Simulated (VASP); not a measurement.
A run of VASP 6.6.1 is set up as follows.

File INCAR:

```
SYSTEM = SnO
PREC = Accurate
ENCUT = 520
EDIFF = 1E-6
ISMEAR = 0
SIGMA = 0.01
LREAL = .False.
LASPH = .True.
NELM = 80
ALGO = Normal
ISIF = 2
LWAVE = .False.
LCHARG = .False.
GGA = PE
NBANDS = 28
```

The input KPOINTS:

```
regular mesh
0
Gamma
  10 10 8
  0 0 0
```

POSCAR

```
SnO
1.0
    3.7908975680      0.0000000000      0.0000000000
    0.0000000000      3.9368278737      0.0000000000
    0.0000000000      0.0000000000      5.0823637346
Sn O
2 2
Direct
    0.0000000000      0.5000000000      0.2283273113
    0.5000000000      0.0000000000      0.7716726887
    0.5000000000      0.5000000000     -0.0070155136
    0.0000000000      0.0000000000      0.0070155136
```

Potentials or basis: VASP PAW PBE potentials, release 64 (Sn_d, O).

The run is started by

```sh
$ cat potpaw_PBE.64/Sn_d/POTCAR potpaw_PBE.64/O/POTCAR > POTCAR
$ mpirun -np 1 vasp_std > vasp.out
```

Task: Predict the band gap on the k mesh.

Result: 0.49 eV (least direct gap 1.93 eV).

Task: Estimate the pressure.

Result: 0.3 GPa.

Task: What does it give for the largest force?

Result: 0.078 eV/Å.

Forces on the atoms (eV/Å):
```
Sn   0.000  0.000  0.078
Sn   0.000  0.000 -0.078
O    0.000  0.000 -0.005
O    0.000  0.000  0.005
```

Caveat: spin-orbit coupling is left out, which moves the levels of the heavy elements. A k mesh can miss the band edges.
